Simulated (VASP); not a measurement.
Set up this calculation in VASP 6.6.1, as the native input.

```
Task                   : single point
Functional             : BLYP
Potentials or basis    : VASP PAW PBE potentials, release 64 (Ta_pv, N)
Cutoff                 : 520 eV
k mesh                 : 6 × 6 × 3
Occupations            : fermi-dirac, width 0.05 eV
Spin                   : no spin polarisation
Dipole correction      : no
Further INCAR settings : ALGO = Normal; EDIFF = 1e-07; NBANDS = 24
```

The structure of TaN lies in POSCAR:

```
TaN
1.0
    2.9217699809      0.0000000000      0.0000000000
   -1.4608849905      2.5303270275      0.0000000000
    0.0000000000      0.0000000000      5.9165150000
Ta N
2 2
Direct
    0.0000000000      0.0000000000      0.5000000000
    0.0000000000      0.0000000000      0.0000000000
    0.3333333333      0.6666666667      0.2500000000
    0.6666666667      0.3333333333      0.7500000000
```

The input as run:

INCAR

```
SYSTEM = TaN
PREC     = Accurate       ! precision mode
ENCUT    = 520            ! plane-wave cutoff, eV
EDIFF    = 1E-7           ! SCF threshold, eV
ISMEAR   = -1             ! smearing method
SIGMA    = 0.05           ! smearing width, eV
LREAL    = .False.        ! projectors in reciprocal space
LASPH    = .True.         ! aspherical terms in the spheres
NELM     = 80             ! most SCF steps
ALGO     = Normal         ! electronic algorithm
ISIF     = 2              ! what is computed and relaxed
LWAVE    = .False.        ! write WAVECAR
LCHARG   = .True.         ! write CHGCAR
GGA      = B5             ! functional
ALDAX    = 1.0          
AGGAX    = 1.0          
AGGAC    = 1.0          
ALDAC    = 0.0          
LELF     = .True.         ! ELF
LVHAR    = .True.       
NBANDS   = 24             ! bands
```

KPOINTS

```
Automatic mesh
0
Gamma
  6 6 3
  0 0 0
```

Potentials or basis: VASP PAW PBE potentials, release 64 (Ta_pv, N).

Run with:

```bash
$ cat potpaw_PBE.64/Ta_pv/POTCAR potpaw_PBE.64/N/POTCAR > POTCAR
$ mpirun -np 1 vasp_std > vasp.out
```

Results of the run:

The pressure is 11.4 GPa. The band gap on the k mesh is zero (band 16 reaches 9.25 eV, above the bottom of band 17 at 8.10 eV).

Caveat: the k points lie up to 0.41 Å⁻¹ apart; the PAW data sets were made with another functional, which shifts forces and pressure a little; spin-orbit coupling is left out, which moves the levels of the heavy elements.

Wall time 54 s on 1 thread of Intel Xeon 8259CL (shared host), peak memory 0.17 GiB.
